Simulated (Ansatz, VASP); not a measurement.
## Al: VASP beside Ansatz

```
Al
1.0
     8.10000    0.00000    0.00000
     0.00000    8.10000    0.00000
     0.00000    0.00000    8.10000
Al
31
Direct
  0.50371 0.00042 0.00157
  0.75091 0.25291 0.00132
  0.75088 0.00056 0.24879
  0.99817 0.00036 0.00158
  0.25093 0.25328 0.00163
  0.50329 0.50052 0.00131
  0.75096 0.74790 0.00133
  0.25085 0.00044 0.24862
  0.50331 0.25295 0.24882
  0.75089 0.50046 0.24886
  0.50368 0.00051 0.49602
  0.75090 0.25297 0.49641
  0.75107 0.00041 0.74879
  0.99833 0.50050 0.00138
  0.25084 0.74767 0.00147
  0.99828 0.25291 0.24873
  0.25091 0.50047 0.24876
  0.50332 0.74796 0.24876
  0.99820 0.00045 0.49605
  0.25083 0.25332 0.49597
  0.50337 0.50054 0.49640
  0.75089 0.74802 0.49636
  0.50359 0.25319 0.74880
  0.75086 0.50055 0.74889
  0.99827 0.74800 0.24871
  0.99832 0.50053 0.49640
  0.25082 0.74768 0.49593
  0.99800 0.25339 0.74875
  0.25087 0.50044 0.74873
  0.50363 0.74768 0.74881
  0.99823 0.74771 0.74875
```

Alike in both runs: functional r2SCAN; k mesh 2 × 2 × 2; occupations gaussian, width 0.15 eV; no spin polarisation.

Ansatz relaxed the structure, and its values are those at the end. VASP's run is a single point on that final structure, the one shown.

|  | VASP | Ansatz |
| --- | --- | --- |
| version | VASP 6.6.1 | Ansatz 0.2.0 |
| potentials or method | VASP PAW PBE potentials, release 64 (Al), cutoff 520 eV | scalar-relativistic, plane waves, PAW |
| valence electrons in the cell | 93 | 93 |

Ansatz gave:

```
rms of the force components (eV/Å) : 0.002
```

**Question.** Which values does VASP return?

**Answer.** rms of the force components (eV/Å): 0.003.

VASP's potentials were made for PBE, not for r2SCAN. With one functional, cell and mesh, what is left measures potentials, basis and numerics.

The k mesh is coarse, so the values compare programs but aren't converged.
